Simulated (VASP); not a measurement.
# NaCl (Pm-3m) in VASP: a series of runs

The runs below take NaCl through single point, with PBE, revPBE.

Everything below comes from runs of VASP 6.6.1. Logs are shortened: lines on timing, memory, paths and dates and some standing lists are left out, and cuts for length are marked.

## (1) The cell of the first run

Symmetry: Pm-3m, No. 221, cubic system. The conventional cell has a = 3.502 Å, b = 3.502 Å, c = 3.502 Å, α = 90.00°, β = 90.00°, γ = 90.00°. Within 4.0 Å of Cl (site symmetry m-3m) lie 8 Na at 3.03 Å and 6 Cl at 3.50 Å. Na (site symmetry m-3m) has 8 Cl at 3.03 Å and 6 Na at 3.50 Å within 4.0 Å.

## (2) Single point, PBE

INCAR reads:

```
SYSTEM = NaCl
ALGO     = Normal         ! electronic algorithm
EDIFF    = 1E-6           ! SCF threshold, eV
ENCUT    = 500            ! plane-wave cutoff, eV
GGA      = PE             ! functional
GGA_COMPAT= .False.      
ISIF     = 2              ! what is computed and relaxed
ISMEAR   = 0              ! smearing method
LASPH    = .True.         ! aspherical terms in the spheres
LCHARG   = .False.        ! write CHGCAR
LREAL    = .False.        ! projectors in reciprocal space
LWAVE    = .False.        ! write WAVECAR
NBANDS   = 14             ! bands
NELM     = 120            ! most SCF steps
PREC     = Accurate       ! precision mode
SIGMA    = 0.014          ! smearing width, eV
```

KPOINTS reads:

```
k-points
0
Gamma
  8 8 8
  0 0 0
```

POSCAR reads:

```
NaCl
1.0
    3.5021900000      0.0000000000      0.0000000000
    0.0000000000      3.5021900000      0.0000000000
    0.0000000000      0.0000000000      3.5021900000
Cl Na
1 1
Direct
    0.5000000000      0.5000000000      0.5000000000
    0.0000000000      0.0000000000      0.0000000000
```

Potentials or basis: VASP PAW PBE potentials, release 64 (Cl, Na_pv).

Started as:

```console
cat potpaw_PBE.64/Cl/POTCAR potpaw_PBE.64/Na_pv/POTCAR > POTCAR
mpirun -np 1 vasp_std > vasp.out
```

OUTCAR:

```text
SYSTEM = NaCl
   EDIFF = 1E-6
   ENCUT = 500
   GGA = PE
   ISIF = 2
   ISMEAR = 0
   LASPH = .True.
   LREAL = .False.
   NELM = 120
   PREC = Accurate

 ion  position               nearest neighbor table
   1  0.500  0.500  0.500-
   2  0.000  0.000  0.000-

  LATTYP: Found a simple cubic cell.
 ALAT       =     3.5021900000

  Lattice vectors:

 A1 = (   3.5021900000,   0.0000000000,   0.0000000000)
 A2 = (   0.0000000000,   3.5021900000,   0.0000000000)
 A3 = (   0.0000000000,   0.0000000000,   3.5021900000)

Analysis of symmetry for initial positions (statically):
=====================================================================
 Subroutine PRICEL returns:
 Original cell was already a primitive cell.

 Routine SETGRP: Setting up the symmetry group for a
 simple cubic supercell.

 Subroutine GETGRP returns: Found 48 space group operations
 (whereof 48 operations were pure point group operations)
 out of a pool of 48 trial point group operations.

The static configuration has the point symmetry O_h .

Analysis of symmetry for dynamics (positions and initial velocities):
=====================================================================
 Subroutine PRICEL returns:
 Original cell was already a primitive cell.

 Routine SETGRP: Setting up the symmetry group for a
 simple cubic supercell.

 Subroutine GETGRP returns: Found 48 space group operations
 (whereof 48 operations were pure point group operations)
 out of a pool of 48 trial point group operations.

The dynamic configuration has the point symmetry O_h .

 Subroutine INISYM returns: Found 48 space group operations
 (whereof 48 operations are pure point group operations),
 and found     1 'primitive' translations

----------------------------------------------------------------------------------------

                                     Primitive cell

  volume of cell :      42.9555

  direct lattice vectors                    reciprocal lattice vectors
     3.502190000  0.000000000  0.000000000     0.285535622  0.000000000  0.000000000
     0.000000000  3.502190000  0.000000000     0.000000000  0.285535622  0.000000000
     0.000000000  0.000000000  3.502190000     0.000000000  0.000000000  0.285535622

  length of vectors
     3.502190000  3.502190000  3.502190000     0.285535622  0.285535622  0.285535622

  position of ions in fractional coordinates (direct lattice)
     0.500000000  0.500000000  0.500000000
     0.000000000  0.000000000  0.000000000

  ion indices of the primitive-cell ions
   primitive index   ion index
                 1           1
                 2           2

----------------------------------------------------------------------------------------

 KPOINTS: k-points

Automatic generation of k-mesh.
 Grid dimensions read from file:
 generate k-points for:    8    8    8

 Generating k-lattice:

  Cartesian coordinates                     Fractional coordinates (reciprocal lattice)
     0.035691953  0.000000000  0.000000000     0.125000000  0.000000000  0.000000000
     0.000000000  0.035691953  0.000000000     0.000000000  0.125000000  0.000000000
     0.000000000  0.000000000  0.035691953     0.000000000  0.000000000  0.125000000

  Length of vectors
     0.035691953  0.035691953  0.035691953

  Shift w.r.t. Gamma in fractional coordinates (k-lattice)
     0.000000000  0.000000000  0.000000000

 Subroutine IBZKPT returns following result:
 ===========================================

 Found     35 irreducible k-points:

 Following reciprocal coordinates:
            Coordinates               Weight
  0.000000  0.000000  0.000000      1.000000
  0.125000  0.000000  0.000000      6.000000
  0.250000  0.000000  0.000000      6.000000
  0.375000  0.000000  0.000000      6.000000
  0.500000  0.000000  0.000000      3.000000
  0.125000  0.125000  0.000000     12.000000
[... 16 lines left out ...]
  0.375000  0.375000  0.125000     24.000000
  0.500000  0.375000  0.125000     24.000000
 [... further k-points ...]
   k-points           NKPTS =     35   k-points in BZ     NKDIM =     35   number of bands    NBANDS=     14
   number of dos      NEDOS =    301   number of ions     NIONS =      2
   total plane-waves  NPLWV =  21952
   dimension x,y,z NGX =    28 NGY =   28 NGZ =   28
   dimension x,y,z NGXF=    56 NGYF=   56 NGZF=   56
   ions per type =               1   1
   NGX,Y,Z   is equivalent  to a cutoff of  13.29, 13.29, 13.29 a.u.
   NGXF,Y,Z  is equivalent  to a cutoff of  26.58, 26.58, 26.58 a.u.
 SYSTEM =  NaCl
   PREC   = accura    normal or accurate (medium, high low for compatibility)
   ISTART =      0    job   : 0-new  1-cont  2-samecut
   ICHARG =      2    charge: 1-file 2-atom 10-const
   ISPIN  =      1    spin polarized calculation?
   LNONCOLLINEAR =      F non collinear calculations
   LSORBIT =      F    spin-orbit coupling
   LASPH  =      T    aspherical Exc in radial PAW
   ENCUT  =  500.0 eV  36.75 Ry    6.06 a.u.   6.39  6.39  6.39*2*pi/ulx,y,z
   NELM   =    120;   NELMIN=  2; NELMDL= -5     # of ELM steps
   EDIFF  = 0.1E-05   stopping-criterion for ELM
   LREAL  =      F    real-space projection
   EDIFFG = 0.1E-04   stopping-criterion for IOM
   NSW    =      0    number of steps for IOM
   IBRION =     -1    ionic relax: 0-MD 1-quasi-New 2-CG
   NFREE  =      0    steps in history (QN), initial steepest desc. (CG)
   ISIF   =      2    stress and relaxation
   ISYM   =      2    0-nonsym 1-usesym 2-fastsym
   POTIM  = 0.5000    time-step for ionic-motion
   TEBEG  =    0.0;   TEEND  =   0.0 temperature during run
   PSTRESS=    0.0 pullay stress
   NELECT =      14.0000    total number of electrons
   NUPDOWN=      -1.0000    fix difference up-down
   EMIN   =  10.00;   EMAX   =-10.00  energy-range for DOS
   EFERMI =   0.00;   METHOD = LEGACY
   ISMEAR =     0;   SIGMA  =   0.01  broadening in eV -4-tet -1-fermi 0-gaus
   EFERMI_NEDOS =   21; number of points for ismear=-14 and -15
   IALGO  =     38    algorithm
   IMIX   =      4    mixing-type and parameters
     AMIX     =   0.40;   BMIX     =  1.00
     AMIX_MAG =   1.60;   BMIX_MAG =  1.00
  volume/ion in A,a.u.               =      21.48       144.94
  Fermi-wavevector in a.u.,A,eV,Ry     =   1.126621  2.129005 17.269530  1.269275
  Thomas-Fermi vector in A             =   2.263304
   LORBIT       =      0    0 simple, 1 ext, 2 COOP (PROOUT), +10 PAW based schemes
   GGA     = PE    functional components
   LHFCALC =     F    Hartree Fock is set to
   AEXX    =    0.0000 exact exchange contribution
   IVDW    =     0    specifies the selected vdW correction
   LEPSILON=     F    determine dielectric tensor
   LRPA    =     F    only Hartree local field effects (RPA)
 non-spin polarized calculation
 Gauss-broadening in eV      SIGMA  =   0.01
  energy-cutoff  :      500.00
  volume of cell :       42.96
 maximum number of plane-waves:      1110
 NGX is ok and might be reduce to    28
   NGX = 13   NGY = 13   NGZ = 13

 number of electron      13.9999982 magnetization

 Free energy of the ion-electron system (eV)
  ---------------------------------------------------
  ext. energy  EPLUGINS =         0.00000000
  ---------------------------------------------------
  free energy    TOTEN  =        -6.46858335 eV

  energy without entropy =       -6.46858335  energy(sigma->0) =       -6.46858335

 E-fermi :   0.5876     XC(G=0):  -8.4329

 val. band max:        0.4243699808   @ k =   0.5000   0.5000   0.0000
 cond. band min:       4.4026804981   @ k =   0.0000   0.0000   0.0000
 fundamental gap:      3.9783105173
 Fermi energy:         0.5876289248

 k-point     1 :       0.0000    0.0000    0.0000
  band No.  band energies     occupation
      1     -21.6490      2.00000
      2     -21.6490      2.00000
      3     -21.6490      2.00000
      4     -12.9523      2.00000
      5      -0.0660      2.00000
      6      -0.0660      2.00000
      7      -0.0660      2.00000
      8       4.4027      0.00000
      9       9.0039      0.00000
     10       9.0039      0.00000
     11      16.1124      0.00000
     12      16.1125      0.00000
     13      16.1126      0.00000
     14      16.3375      0.00000

 k-point     2 :       0.1250    0.0000    0.0000
  band No.  band energies     occupation
      1     -21.6550      2.00000
      2     -21.6485      2.00000
      3     -21.6485      2.00000
      4     -12.9034      2.00000
      5      -0.5566      2.00000
      6      -0.0334      2.00000
      7      -0.0334      2.00000
      8       4.8501      0.00000
      9       9.1749      0.00000
     10       9.3335      0.00000
     11      14.7618      0.00000
     12      14.7618      0.00000
     13      15.6868      0.00000
     14      16.4556      0.00000

 k-point     3 :       0.2500    0.0000    0.0000
  band No.  band energies     occupation
      1     -21.6694      2.00000
      2     -21.6472      2.00000
      3     -21.6472      2.00000
      4     -12.7808      2.00000
      5      -1.4877      2.00000
      6       0.0478      2.00000
      7       0.0478      2.00000
      8       5.7577      0.00000
      9       9.6737      0.00000
     10       9.8059      0.00000
     11      13.4570      0.00000
     12      13.4570      0.00000
     13      15.5205      0.00000
     14      16.0997      0.00000

 k-point     4 :       0.3750    0.0000    0.0000
  band No.  band energies     occupation
      1     -21.6837      2.00000
      2     -21.6459      2.00000
      3     -21.6459      2.00000
      4     -12.6513      2.00000
      5      -2.2368      2.00000
      6       0.1323      2.00000
      7       0.1323      2.00000
      8       6.7368      0.00000
      9       9.4916      0.00000
     10      10.4183      0.00000
     11      12.5771      0.00000
     12      12.5771      0.00000
     13      14.2891      0.00000
     14      16.9466      0.00000

 k-point     5 :       0.5000    0.0000    0.0000
  band No.  band energies     occupation
      1     -21.6896      2.00000
      2     -21.6454      2.00000
      3     -21.6454      2.00000
      4     -12.5955      2.00000
      5      -2.5159      2.00000
      6       0.1682      2.00000
      7       0.1682      2.00000
      8       7.3459      0.00000
      9       8.9885      0.00000
     10      10.9375      0.00000
     11      12.2677      0.00000
[... 276 lines left out ...]
 k-point    22 :       0.5000    0.2500    0.1250
  band No.  band energies     occupation
      1     -21.6842      2.00000
      2     -21.6626      2.00000
      3     -21.6489      2.00000
      4     -12.4295      2.00000
      5      -2.1284      2.00000
      6      -0.9069      2.00000
      7      -0.0509      2.00000
      8       7.4341      0.00000
      9       9.0464      0.00000
     10      10.0246      0.00000
     11      12.1299      0.00000
     12      13.5367      0.00000
     13      13.6609      0.00000
     14      17.6452      0.00000

 k-point    23 :       0.3750    0.3750    0.1250
  band No.  band energies     occupation
      1     -21.6767      2.00000
      2     -21.6754      2.00000
      3     -21.6481      2.00000
      4     -12.3764      2.00000
      5      -1.7064      2.00000
      6      -1.5751      2.00000
      7       0.0081      2.00000
      8       6.8088      0.00000
      9       9.4186      0.00000
     10      10.4425      0.00000
     11      11.6469      0.00000
     12      13.7115      0.00000
     13      13.9396      0.00000
     14      17.2614      0.00000

 k-point    24 :       0.5000    0.3750    0.1250
  band No.  band energies     occupation
      1     -21.6813      2.00000
      2     -21.6750      2.00000
      3     -21.6476      2.00000
      4     -12.3331      2.00000
      5      -1.8879      2.00000
      6      -1.5394      2.00000
      7       0.0541      2.00000
      8       6.5042      0.00000
      9       9.8356      0.00000
     10      10.1827      0.00000
     11      11.5201      0.00000
     12      13.9633      0.00000
     13      13.9800      0.00000
     14      16.8115      0.00000

 [... further k-points ...]
[... 5 lines left out ...]
  --------------------------------------------------------------------------------------
  -------------------------------------------------------------------------------------
  Total        0.0079705      0.0079705      0.0079705     -0.0000000     -0.0000000     -0.0000000
  in kB        0.2972861      0.2972861      0.2972861     -0.0000000     -0.0000000     -0.0000000
  external PRESSURE =       0.2972861 kB  Pullay stress =       0.0000000 kB

 VOLUME and BASIS-vectors are now :
 -----------------------------------------------------------------------------
  energy-cutoff  :      500.00
  volume of cell :       42.96
      direct lattice vectors                 reciprocal lattice vectors
     3.502190000  0.000000000  0.000000000     0.285535622  0.000000000  0.000000000
     0.000000000  3.502190000  0.000000000     0.000000000  0.285535622  0.000000000
     0.000000000  0.000000000  3.502190000     0.000000000  0.000000000  0.285535622

 POSITION                                       TOTAL-FORCE (eV/Angst)
 -----------------------------------------------------------------------------------
      1.75110      1.75110      1.75110         0.000000      0.000000      0.000000
      0.00000      0.00000      0.00000         0.000000      0.000000      0.000000
 -----------------------------------------------------------------------------------
    total drift:                               -0.000000      0.000000      0.000000

  FREE ENERGIE OF THE ION-ELECTRON SYSTEM (eV)
  ---------------------------------------------------
  free  energy   TOTEN  =        -6.4685833465 eV

  energy  without entropy=       -6.4685833465  energy(sigma->0) =       -6.46858335
```

Wall time 20 s (1 thread of Intel Xeon Platinum 8259CL at 2.50GHz (Skylake/Cascade Lake), shared host); peak memory 0.15 GiB.

Results:

```
Free energy            : -6.4686 eV
Pressure               : 0.0 GPa
Band gap on the k mesh : 3.98 eV, indirect (least direct gap 4.47 eV)
```

Levels at points of the mesh, in eV from the valence-band top:
| k point | band 3 | band 4 | band 5 | band 6 | band 7 | band 8 | band 9 | band 10 | band 11 | band 12 |
| --- | --- | --- | --- | --- | --- | --- | --- | --- | --- | --- |
| (0.00, 0.00, 0.00) | -22.07 | -13.38 | -0.49 | -0.49 | -0.49 | 3.98 | 8.58 | 8.58 | 15.69 | 15.69 |
| (0.50, 0.00, 0.00) | -22.07 | -13.02 | -2.94 | -0.26 | -0.26 | 6.92 | 8.56 | 10.51 | 11.84 | 11.84 |
| (0.50, 0.50, 0.00) | -22.07 | -12.75 | -2.26 | -2.26 | 0.00 | 5.54 | 9.88 | 11.03 | 11.03 | 12.60 |
| (0.50, 0.50, 0.50) | -22.10 | -12.48 | -1.84 | -1.84 | -1.84 | 7.12 | 7.12 | 7.12 | 11.65 | 15.88 |

A k mesh can miss the band edges.

## (3) Single point, revPBE

INCAR reads:

```
  ALGO = Normal
  EDIFF = 1E-6
  ENCUT = 500
  GGA = RE
  GGA_COMPAT = F
  ISIF = 2
  ISMEAR = -1
  LASPH = T
  LCHARG = T
  LELF = T
  LREAL = F
  LVHAR = T
  LWAVE = F
  NBANDS = 14
  NELM = 120
  PREC = Accurate
  SIGMA = 0.05
```

KPOINTS reads:

```
k-points
0
Gamma
  8 8 8
```

POSCAR is that of step 2.

Potentials or basis: VASP PAW PBE potentials, release 64 (Cl, Na_pv).

Started as:

```console
cat potpaw_PBE.64/Cl/POTCAR potpaw_PBE.64/Na_pv/POTCAR > POTCAR
mpirun -np 1 vasp_std > vasp.out
```

Wall time 15 s (1 thread of Intel Xeon Platinum 8259CL at 2.50GHz (Skylake/Cascade Lake), shared host); peak memory 0.15 GiB.

Results (log left out):

- Free energy: -6.1156 eV
- Pressure: 1.6 GPa
- Band gap on the k mesh: 4.24 eV, indirect (least direct gap 4.73 eV)

Levels at points of the mesh, in eV from the valence-band top:
```tsv
k point	band 3	band 4	band 5	band 6	band 7	band 8	band 9	band 10	band 11	band 12
(0.00, 0.00, 0.00)	-22.11	-13.36	-0.48	-0.48	-0.48	4.24	8.73	8.73	15.94	15.94
(0.50, 0.00, 0.00)	-22.10	-13.01	-2.88	-0.25	-0.25	7.15	8.81	10.59	11.97	11.97
(0.50, 0.50, 0.00)	-22.10	-12.75	-2.22	-2.22	0.00	5.78	10.02	11.29	11.29	12.70
(0.50, 0.50, 0.50)	-22.13	-12.48	-1.82	-1.82	-1.82	7.33	7.33	7.33	11.95	16.09
```

Caveat: the PAW data sets were made with another functional, which shifts forces and pressure a little. A k mesh can miss the band edges.
